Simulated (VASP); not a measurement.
Here is a VASP 6.6.1 calculation.

POSCAR

```
GaAs
1.0
    0.0000000000      2.8330831922      2.8330831922
    2.8330831922      0.0000000000      2.8330831922
    2.8330831922      2.8330831922      0.0000000000
Ga As
1 1
Direct
    0.0000000000      0.0000000000      0.0000000000
    0.2500000000      0.2500000000      0.2500000000
```

INCAR.step1

```
PREC = Accurate ; ENCUT = 520
EDIFF = 1E-5 ; ISMEAR = 0
SIGMA = 0.01 ; LREAL = F
LASPH = T ; NELM = 60
ALGO = Normal ; ISIF = 2
LWAVE = T ; GGA = PE
NBANDS = 16
```

The input INCAR.step2:

```
PREC = Accurate ; ENCUT = 520
EDIFF = 1E-6 ; ISMEAR = 0
SIGMA = 0.01 ; LREAL = F
LASPH = T ; NELM = 60
ALGO = Normal ; ISIF = 2
LWAVE = F ; LCHARG = T
GGA = PE ; LHFCALC = T
AEXX = 1.0 ; ALDAC = 0.0
AGGAC = 0.0 ; PRECFOCK = Normal
LELF = T ; LVHAR = T
ISTART = 1 ; NBANDS = 16
```

File KPOINTS:

```
Automatic mesh
0
Gamma
  6 6 6
```

Potentials or basis: VASP PAW PBE potentials, release 64 (Ga_d, As).

Command:

```sh
$ cat potpaw_PBE.64/Ga_d/POTCAR potpaw_PBE.64/As/POTCAR > POTCAR
$ cp INCAR.step1 INCAR
$ mpirun -np 1 vasp_std > vasp.out
$ cp INCAR.step2 INCAR
$ mpirun -np 1 vasp_std > vasp.out
```

Problem. What does it give for the pressure?

Solution. 2.8 GPa.

Problem. Estimate the band gap on the k mesh.

Solution. 7.28 eV (least direct gap 7.51 eV).

Caveat: the PAW data sets were made with another functional, which shifts forces and pressure a little. A k mesh can miss the band edges.
